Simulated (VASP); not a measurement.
Wanted: the native input for a VASP 6.6.1 run.

```
Task                   : single point
Functional             : PBE
Potentials or basis    : VASP PAW PBE potentials, release 64 (Zn, S)
Cutoff                 : 520 eV
k mesh                 : 6 × 6 × 6
Occupations            : gaussian, width 0.01 eV
Spin                   : no spin polarisation
Dipole correction      : no
Further INCAR settings : ALGO = Normal; EDIFF = 1e-07; NBANDS = 16
```

The structure of ZnS lies in POSCAR:

```
ZnS
1.0
    0.0000000000      2.6654820099      2.6654820099
    2.6654820099      0.0000000000      2.6654820099
    2.6654820099      2.6654820099      0.0000000000
Zn S
1 1
Direct
    0.2500000000      0.2500000000      0.2500000000
    0.0000000000      0.0000000000      0.0000000000
```

These files were run (other wordings do the same):

INCAR

```
ALGO     = Normal         # electronic algorithm
EDIFF    = 1E-7           # SCF threshold, eV
ENCUT    = 520            # plane-wave cutoff, eV
GGA      = PE             # functional
ISIF     = 2              # what is computed and relaxed
ISMEAR   = 0              # smearing method
LASPH    = T              # aspherical terms in the spheres
LCHARG   = T              # write CHGCAR
LELF     = T              # ELF
LREAL    = F              # projectors in reciprocal space
LVHAR    = T            
LWAVE    = F              # write WAVECAR
NBANDS   = 16             # bands
NELM     = 60             # most SCF steps
PREC     = Accurate       # precision mode
SIGMA    = 0.01           # smearing width, eV
```

KPOINTS

```
k-points
0
Gamma
  6 6 6
```

Potentials or basis: VASP PAW PBE potentials, release 64 (Zn, S).

Command:

```sh
$ cat potpaw_PBE.64/Zn/POTCAR potpaw_PBE.64/S/POTCAR > POTCAR
$ mpirun -np 1 vasp_std > vasp.out
```

Results of the run:

```
Pressure               : 5.2 GPa
Band gap on the k mesh : 2.29 eV, direct
```

It took 14 s on 1 thread of AMD EPYC 7R43 64-Core Processor (Zen 3), with other jobs on the host, peak memory 0.12 GiB.
